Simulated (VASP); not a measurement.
# Ti (Im-3m) in VASP: single point with LDA

Aim: the single point of Ti with LDA.

Program: VASP 6.6.1. These are calculated values, not measurements. Logs are shortened: lines on timing, memory, paths and dates and some standing lists are left out, and cuts for length are marked.

## 1. The cell of the first run

It takes space group Im-3m (No. 229, cubic). Conventional cell: a = 3.282 Å, b = 3.282 Å, c = 3.282 Å, α = 90.00°, β = 90.00°, γ = 90.00°. Within 3.7 Å of Ti (site symmetry m-3m) lie 14 Ti at 2.84 to 3.28 Å.

This isn't the form of Ti at room conditions, which is hcp.

## 2. Single point, LDA

INCAR reads:

```
PREC = Accurate
ENCUT = 500
EDIFF = 1E-6
ISMEAR = 0
SIGMA = 0.1
LREAL = F
LASPH = T
NELM = 120
ALGO = Normal
ISIF = 2
LWAVE = F
LCHARG = F
NBANDS = 19
GGA_COMPAT = F
```

KPOINTS reads:

```
Automatic mesh
0
Gamma
  8 8 4
```

POSCAR reads:

```
Ti
1.0
   -1.6410000000      1.6410000000      1.6410000000
    1.6410000000     -1.6410000000      1.6410000000
    3.2820000000      3.2820000000     -3.2820000000
Ti
2
Direct
    0.0000000000      0.0000000000      0.0000000000
    0.0000000000      0.0000000000      0.5000000000
```

Potentials or basis: VASP PAW LDA potentials, release 64 (Ti_sv).

The run is started by

```bash
$ cat potpaw_LDA.64/Ti_sv/POTCAR > POTCAR
$ mpirun -np 1 vasp_std > vasp.out
```

OUTCAR:

```text
PREC = Accurate
   ENCUT = 500
   EDIFF = 1E-6
   ISMEAR = 0
   LREAL = F
   LASPH = T
   NELM = 120
   ISIF = 2

 ion  position               nearest neighbor table
   1  0.000  0.000  0.000-   2 2.84   2 2.84   2 2.84   2 2.84
   2  0.000  0.000  0.500-   1 2.84   1 2.84   1 2.84   1 2.84

  LATTYP: Found a base centered orthorhombic cell.
 ALAT       =     3.2820000000
 B/A-ratio  =     1.4142135624
 C/A-ratio  =     1.4142135624

  Lattice vectors:

 A1 = (  -1.6410000000,   1.6410000000,   1.6410000000)
 A2 = (   1.6410000000,  -1.6410000000,   1.6410000000)
 A3 = (   3.2820000000,   3.2820000000,   0.0000000000)

Analysis of symmetry for initial positions (statically):
=====================================================================
 Subroutine PRICEL returns following result:

  LATTYP: Found a body centered cubic cell.
 ALAT       =     3.2820000000

  Lattice vectors:

 A1 = (  -1.6410000000,   1.6410000000,   1.6410000000)
 A2 = (   1.6410000000,  -1.6410000000,   1.6410000000)
 A3 = (   1.6410000000,   1.6410000000,  -1.6410000000)

   2 primitive cells build up your supercell.

 Routine SETGRP: Setting up the symmetry group for a
 base centered orthorhombic supercell.

 Subroutine GETGRP returns: Found  8 space group operations
 (whereof  8 operations were pure point group operations)
 out of a pool of  8 trial point group operations.

The static configuration has the point symmetry D_2h.

Analysis of symmetry for dynamics (positions and initial velocities):
=====================================================================
 Subroutine PRICEL returns following result:

  LATTYP: Found a body centered cubic cell.
 ALAT       =     3.2820000000

  Lattice vectors:

 A1 = (  -1.6410000000,   1.6410000000,   1.6410000000)
 A2 = (   1.6410000000,  -1.6410000000,   1.6410000000)
 A3 = (   1.6410000000,   1.6410000000,  -1.6410000000)

   2 primitive cells build up your supercell.

 Routine SETGRP: Setting up the symmetry group for a
 base centered orthorhombic supercell.

 Subroutine GETGRP returns: Found  8 space group operations
 (whereof  8 operations were pure point group operations)
 out of a pool of  8 trial point group operations.

The dynamic configuration has the point symmetry D_2h.

 Subroutine INISYM returns: Found  8 space group operations
 (whereof  8 operations are pure point group operations),
 and found     2 'primitive' translations

----------------------------------------------------------------------------------------

                                     Primitive cell

  volume of cell :      17.6761

  direct lattice vectors                    reciprocal lattice vectors
    -1.641000000  1.641000000  1.641000000     0.000000000  0.304692261  0.304692261
     1.641000000 -1.641000000  1.641000000     0.304692261  0.000000000  0.304692261
     1.641000000  1.641000000 -1.641000000     0.304692261  0.304692261  0.000000000

  length of vectors
     2.842295375  2.842295375  2.842295375     0.430899928  0.430899928  0.430899928

  position of ions in fractional coordinates (direct lattice)
     0.000000000  0.000000000  0.000000000

  ion indices of the primitive-cell ions
   primitive index   ion index
                 1           1

----------------------------------------------------------------------------------------

 KPOINTS: Automatic mesh

Automatic generation of k-mesh.
 Grid dimensions read from file:
 generate k-points for:    8    8    4

 Generating k-lattice:

  Cartesian coordinates                     Fractional coordinates (reciprocal lattice)
     0.000000000  0.038086533  0.038086533     0.125000000  0.000000000  0.000000000
     0.038086533  0.000000000  0.038086533     0.000000000  0.125000000  0.000000000
     0.038086533  0.038086533  0.000000000     0.000000000  0.000000000  0.250000000

  Length of vectors
     0.053862491  0.053862491  0.053862491

  Shift w.r.t. Gamma in fractional coordinates (k-lattice)
     0.000000000  0.000000000  0.000000000

 Subroutine IBZKPT returns following result:
 ===========================================

 Found     55 irreducible k-points:

 Following reciprocal coordinates:
            Coordinates               Weight
  0.000000  0.000000  0.000000      1.000000
  0.125000  0.000000  0.000000      8.000000
  0.250000  0.000000  0.000000      8.000000
  0.375000  0.000000  0.000000      8.000000
  0.500000  0.000000  0.000000      2.000000
  0.125000  0.125000  0.000000      4.000000
[... 16 lines left out ...]
  0.125000 -0.000000  0.250000      8.000000
  0.250000 -0.000000  0.250000      4.000000
 [... further k-points ...]
   k-points           NKPTS =     55   k-points in BZ     NKDIM =     55   number of bands    NBANDS=     19
   number of dos      NEDOS =    301   number of ions     NIONS =      2
   total plane-waves  NPLWV =  24192
   dimension x,y,z NGX =    24 NGY =   24 NGZ =   42
   dimension x,y,z NGXF=    48 NGYF=   48 NGZF=   84
   ions per type =               2
   NGX,Y,Z   is equivalent  to a cutoff of  14.04, 14.04, 12.28 a.u.
   NGXF,Y,Z  is equivalent  to a cutoff of  28.08, 28.08, 24.57 a.u.
 SYSTEM =  unknown system
   PREC   = accura    normal or accurate (medium, high low for compatibility)
   ISTART =      0    job   : 0-new  1-cont  2-samecut
   ICHARG =      2    charge: 1-file 2-atom 10-const
   ISPIN  =      1    spin polarized calculation?
   LNONCOLLINEAR =      F non collinear calculations
   LSORBIT =      F    spin-orbit coupling
   LASPH  =      T    aspherical Exc in radial PAW
   ENCUT  =  500.0 eV  36.75 Ry    6.06 a.u.   5.18  5.18 10.36*2*pi/ulx,y,z
   NELM   =    120;   NELMIN=  2; NELMDL= -5     # of ELM steps
   EDIFF  = 0.1E-05   stopping-criterion for ELM
   LREAL  =      F    real-space projection
   EDIFFG = 0.1E-04   stopping-criterion for IOM
   NSW    =      0    number of steps for IOM
   IBRION =     -1    ionic relax: 0-MD 1-quasi-New 2-CG
   NFREE  =      0    steps in history (QN), initial steepest desc. (CG)
   ISIF   =      2    stress and relaxation
   ISYM   =      2    0-nonsym 1-usesym 2-fastsym
   POTIM  = 0.5000    time-step for ionic-motion
   TEBEG  =    0.0;   TEEND  =   0.0 temperature during run
   PSTRESS=    0.0 pullay stress
   NELECT =      24.0000    total number of electrons
   NUPDOWN=      -1.0000    fix difference up-down
   EMIN   =  10.00;   EMAX   =-10.00  energy-range for DOS
   EFERMI =   0.00;   METHOD = LEGACY
   ISMEAR =     0;   SIGMA  =   0.10  broadening in eV -4-tet -1-fermi 0-gaus
   EFERMI_NEDOS =   21; number of points for ismear=-14 and -15
   IALGO  =     38    algorithm
   IMIX   =      4    mixing-type and parameters
     AMIX     =   0.40;   BMIX     =  1.00
     AMIX_MAG =   1.60;   BMIX_MAG =  1.00
  volume/ion in A,a.u.               =      17.68       119.28
  Fermi-wavevector in a.u.,A,eV,Ry     =   1.438821  2.718977 28.166848  2.070205
  Thomas-Fermi vector in A             =   2.557745
   LORBIT       =      0    0 simple, 1 ext, 2 COOP (PROOUT), +10 PAW based schemes
   GGA     = CA    functional components
   LHFCALC =     F    Hartree Fock is set to
   AEXX    =    0.0000 exact exchange contribution
   IVDW    =     0    specifies the selected vdW correction
   LEPSILON=     F    determine dielectric tensor
   LRPA    =     F    only Hartree local field effects (RPA)
 non-spin polarized calculation
 Gauss-broadening in eV      SIGMA  =   0.10
  energy-cutoff  :      500.00
  volume of cell :       35.35
 maximum number of plane-waves:       912
 NGX is ok and might be reduce to    24
   NGX = 11   NGY = 11   NGZ = 21

 number of electron      24.0000001 magnetization

 Free energy of the ion-electron system (eV)
  ---------------------------------------------------
  ext. energy  EPLUGINS =         0.00000000
  ---------------------------------------------------
  free energy    TOTEN  =       -16.80302986 eV

  energy without entropy =      -16.77998882  energy(sigma->0) =      -16.79150934

 E-fermi :   7.6584     XC(G=0): -11.6960

 val. band max:        7.6261809259   @ k =   0.5000  -0.0000   0.5000
 cond. band min:       7.6685873212   @ k =  -0.3750   0.3750   0.2500
 fundamental gap:      0.0424063952
 Fermi energy:         7.6583703532

 k-point     1 :       0.0000    0.0000    0.0000
  band No.  band energies     occupation
      1     -48.1991      2.00000
      2     -48.0695      2.00000
      3     -25.1028      2.00000
      4     -24.6535      2.00000
      5     -24.4497      2.00000
      6     -24.4456      2.00000
[... 11 lines left out ...]
     18      10.3341      0.00000
     19      10.6567      0.00000

 k-point     2 :       0.1250    0.0000    0.0000
  band No.  band energies     occupation
      1     -48.1803      2.00000
      2     -48.0696      2.00000
      3     -25.0507      2.00000
      4     -24.6754      2.00000
      5     -24.5454      2.00000
      6     -24.4831      2.00000
[... 11 lines left out ...]
     18      10.3512      0.00000
     19      10.7832      0.00000

 k-point     3 :       0.2500    0.0000    0.0000
  band No.  band energies     occupation
      1     -48.1347      2.00000
      2     -48.0696      2.00000
      3     -24.9811      2.00000
      4     -24.7810      2.00000
      5     -24.7178      2.00000
      6     -24.5505      2.00000
[... 11 lines left out ...]
     18      10.4320      0.00000
     19      10.7208      0.00000

 k-point     4 :       0.3750    0.0000    0.0000
  band No.  band energies     occupation
      1     -48.0887      2.00000
      2     -48.0696      2.00000
      3     -25.0507      2.00000
      4     -25.0099      2.00000
      5     -24.6754      2.00000
      6     -24.6235      2.00000
[... 11 lines left out ...]
     18      10.7832      0.00000
     19      11.2164      0.00000

 k-point     5 :       0.5000    0.0000    0.0000
  band No.  band energies     occupation
      1     -48.0695      2.00000
      2     -48.0695      2.00000
      3     -25.1028      2.00000
      4     -25.1028      2.00000
      5     -24.6535      2.00000
      6     -24.6535      2.00000
[... 11 lines left out ...]
     18      10.6567      0.00000
     19      11.8323      0.00000

 k-point     6 :       0.1250    0.1250    0.0000
  band No.  band energies     occupation
      1     -48.1481      2.00000
      2     -48.0790      2.00000
      3     -24.9792      2.00000
      4     -24.7064      2.00000
      5     -24.6452      2.00000
      6     -24.5373      2.00000
[... 11 lines left out ...]
     18      10.4839      0.00000
     19      10.6054      0.00000

 k-point     7 :       0.2500    0.1250   -0.0000
  band No.  band energies     occupation
      1     -48.1022      2.00000
      2     -48.0790      2.00000
      3     -24.9792      2.00000
      4     -24.9123      2.00000
      5     -24.6452      2.00000
      6     -24.6037      2.00000
[... 11 lines left out ...]
     18      10.6269      0.00000
     19      11.0182      0.00000

 k-point     8 :       0.3750    0.1250    0.0000
  band No.  band energies     occupation
      1     -48.0696      2.00000
      2     -48.0696      2.00000
      3     -25.0507      2.00000
      4     -25.0507      2.00000
      5     -24.6754      2.00000
      6     -24.6754      2.00000
[... 256 lines left out ...]
 k-point    20 :      -0.3750    0.3750    0.0000
  band No.  band energies     occupation
      1     -48.0887      2.00000
      2     -47.9921      2.00000
      3     -25.0099      2.00000
      4     -24.9288      2.00000
      5     -24.8632      2.00000
      6     -24.8346      2.00000
[... 11 lines left out ...]
     18      11.2164      0.00000
     19      11.5371      0.00000

 k-point    21 :       0.5000    0.5000    0.0000
  band No.  band energies     occupation
      1     -48.0695      2.00000
      2     -47.9787      2.00000
      3     -25.1028      2.00000
      4     -24.8985      2.00000
      5     -24.8985      2.00000
      6     -24.8985      2.00000
[... 11 lines left out ...]
     18      11.4879      0.00000
     19      11.8323      0.00000

 k-point    22 :       0.0000    0.0000    0.2500
  band No.  band energies     occupation
      1     -48.1803      2.00000
      2     -48.0887      2.00000
      3     -25.0099      2.00000
      4     -24.6235      2.00000
      5     -24.5453      2.00000
      6     -24.4765      2.00000
[... 11 lines left out ...]
     18      10.3512      0.00000
     19      10.5755      0.00000

 k-point    23 :       0.1250   -0.0000    0.2500
  band No.  band energies     occupation
      1     -48.1481      2.00000
      2     -48.1022      2.00000
      3     -24.9123      2.00000
      4     -24.7064      2.00000
      5     -24.6037      2.00000
      6     -24.5132      2.00000
[... 11 lines left out ...]
     18      10.4839      0.00000
     19      10.6269      0.00000

 k-point    24 :       0.2500   -0.0000    0.2500
  band No.  band energies     occupation
      1     -48.1022      2.00000
      2     -48.1022      2.00000
      3     -24.9123      2.00000
      4     -24.9123      2.00000
      5     -24.6037      2.00000
      6     -24.6037      2.00000
[... 11 lines left out ...]
     18      10.6269      0.00000
     19      11.0182      0.00000

 [... further k-points ...]

------------------------ aborting loop because EDIFF is reached ----------------------------------------

  FORCE on cell =-STRESS in cart. coord.  units (eV):
  Direction    XX          YY          ZZ          XY          YZ          ZX
  --------------------------------------------------------------------------------------
  -------------------------------------------------------------------------------------
  Total       -2.4201050     -2.4201050     -2.4198804      0.0000008      0.0000000      0.0000000
  in kB     -109.6804073   -109.6804073   -109.6702322      0.0000368      0.0000000      0.0000000
  external PRESSURE =    -109.6770156 kB  Pullay stress =       0.0000000 kB

 VOLUME and BASIS-vectors are now :
 -----------------------------------------------------------------------------
  energy-cutoff  :      500.00
  volume of cell :       35.35
      direct lattice vectors                 reciprocal lattice vectors
    -1.641000000  1.641000000  1.641000000     0.000000000  0.304692261  0.304692261
     1.641000000 -1.641000000  1.641000000     0.304692261  0.000000000  0.304692261
     3.282000000  3.282000000 -3.282000000     0.152346130  0.152346130  0.000000000

 POSITION                                       TOTAL-FORCE (eV/Angst)
 -----------------------------------------------------------------------------------
      0.00000      0.00000      0.00000         0.000000      0.000000      0.000000
      1.64100      1.64100     -1.64100        -0.000000     -0.000000     -0.000000
 -----------------------------------------------------------------------------------
    total drift:                                0.000000      0.000000     -0.000000

  FREE ENERGIE OF THE ION-ELECTRON SYSTEM (eV)
  ---------------------------------------------------
  free  energy   TOTEN  =       -16.8030298640 eV

  energy  without entropy=      -16.7799888166  energy(sigma->0) =      -16.79150934
```

It took 12 s on 1 thread of Intel Xeon 6975P-C (Granite Rapids), shared host; peak memory 0.15 GiB.

What came out:

```
Free energy            : -16.8030 eV
Pressure               : -11.0 GPa
Band gap on the k mesh : zero (bands 12 and 13 overlap by 1.30 eV)
```

Levels at points of the mesh, in eV from the Fermi level:
| k point | band 10 | band 11 | band 12 | band 13 | band 14 | band 15 |
| --- | --- | --- | --- | --- | --- | --- |
| (0.00, 0.00, 0.00) | -2.40 | -0.41 | 0.94 | 0.94 | 0.94 | 1.19 |
| (0.50, 0.00, 0.00) | -2.40 | -0.41 | -0.41 | 1.19 | 1.19 | 2.65 |
| (0.50, 0.50, 0.00) | -2.04 | -2.04 | -0.41 | 1.19 | 2.65 | 3.00 |
| (0.00, 0.00, 0.50) | -3.98 | 0.22 | 0.22 | 0.44 | 0.44 | 2.33 |
| (0.50, 0.00, 0.50) | -1.69 | -0.55 | -0.55 | -0.03 | -0.03 | 2.49 |
| (0.50, 0.50, 0.50) | -1.49 | -0.98 | -0.98 | 1.18 | 1.18 | 1.82 |

Caveat: the cell stands under tension.
